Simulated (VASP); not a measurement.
CaS:

```
Ca S
1.0
     0.00000    2.84300    2.84300
     2.84300    0.00000    2.84300
     2.84300    2.84300    0.00000
Ca S
1 1
Direct
  0.50000 0.50000 0.50000
  0.00000 0.00000 0.00000
```

Base run:

```yaml
Program: VASP 6.6.1
Functional: BLYP
Dispersion: D3(BJ)
Potentials_or_basis: VASP PAW PBE potentials, release 64 (Ca_sv, S)
Cutoff: 500 eV
k_mesh: 8 × 8 × 8
Occupations: gaussian, width 0.05 eV
Spin: no spin polarisation
```

Its results: band gap on the k mesh 2.44 eV, indirect (least direct gap 3.23 eV); pressure -2.3 GPa.

Question: The run is repeated on the same cell with these changes: functional from BLYP to PBE. What comes out?

Answer: Band gap on the k mesh 2.35 eV, indirect (least direct gap 3.16 eV); pressure -1.5 GPa.

Caveats: the PAW data sets were made with another functional, which shifts forces and pressure a little (some runs).

A k mesh can miss the band edges.
